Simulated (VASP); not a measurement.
Input of a VASP 6.6.1 run:

File INCAR:

```
ALGO = Normal ; EDIFF = 1E-6
ENCUT = 600 ; GGA = PE
GGA_COMPAT = False ; ISIF = 2
ISMEAR = 0 ; LASPH = True
LCHARG = False ; LREAL = False
LWAVE = False ; NBANDS = 42
NELM = 120 ; PREC = Accurate
SIGMA = 0.2
```

KPOINTS

```
k-points
0
Gamma
  5 5 2
```

POSCAR

```
Ta2F
1.0
    3.2911449221      0.0000000000      0.0000000000
    0.0000000000      3.2911449221      0.0000000000
    0.0000000000      0.0000000000      8.5958271279
Ta F
4 2
Direct
    0.5000000000      0.0000000000      0.7092120881
    0.0000000000      0.5000000000      0.9060652495
    0.0000000000      0.5000000000      0.2907879119
    0.5000000000      0.0000000000      0.0939347505
    0.0000000000      0.5000000000      0.5329746962
    0.5000000000      0.0000000000      0.4670253038
```

Potentials or basis: VASP PAW PBE potentials, release 64 (Ta_sv_GW, F).

Run with:

```console
$ cat potpaw_PBE.64/Ta_sv_GW/POTCAR potpaw_PBE.64/F/POTCAR > POTCAR
$ mpirun -np 1 vasp_std > vasp.out
```

Task: What does it give for the band gap on the k mesh?

Result: Zero (bands 33 and 34 overlap by 1.12 eV).

Task: What does it give for the pressure?

Result: -0.2 GPa.

Task: What does it give for the largest force?

Result: 0.053 eV/Å.

Forces on the atoms (eV/Å):
```
Ta   0.000  0.000  0.053
Ta   0.000  0.000 -0.030
Ta   0.000  0.000 -0.053
Ta   0.000  0.000  0.030
F    0.000  0.000  0.031
F    0.000  0.000 -0.031
```

Caveat: the k points lie up to 0.38 Å⁻¹ apart, too coarse for converged energies and pressures of a metal; spin-orbit coupling is left out, which moves the levels of the heavy elements.
